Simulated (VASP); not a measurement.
Input of a VASP 6.6.1 run:

INCAR

```
ALGO     = Normal         # electronic algorithm
EDIFF    = 1E-6           # SCF threshold, eV
ENCUT    = 520            # plane-wave cutoff, eV
GGA      = PS             # functional
ISIF     = 2              # what is computed and relaxed
ISMEAR   = -1             # smearing method
LASPH    = True           # aspherical terms in the spheres
LCHARG   = True           # write CHGCAR
LELF     = True           # ELF
LREAL    = False          # projectors in reciprocal space
LVHAR    = True         
LWAVE    = False          # write WAVECAR
NBANDS   = 10             # bands
NELM     = 60             # most SCF steps
PREC     = Accurate       # precision mode
SIGMA    = 0.1            # smearing width, eV
```

The input KPOINTS:

```
k-points
0
Gamma
  9 9 9
```

Contents of POSCAR:

```
Rb
1.0
    3.9993577636      0.0000000000      0.0000000000
    0.0000000000      3.9993577636      0.0000000000
    0.0000000000      0.0000000000      3.9993577636
Rb
1
Direct
    0.0000000000      0.0000000000      0.0000000000
```

Potentials or basis: VASP PAW PBE potentials, release 64 (Rb_sv).

Launch:

```console
$ cat potpaw_PBE.64/Rb_sv/POTCAR > POTCAR
$ mpirun -np 1 vasp_std > vasp.out
```

Problem. What does it give for the pressure?

Solution. 1.8 GPa.

Caveat: the PAW data sets were made with another functional, which shifts forces and pressure a little.
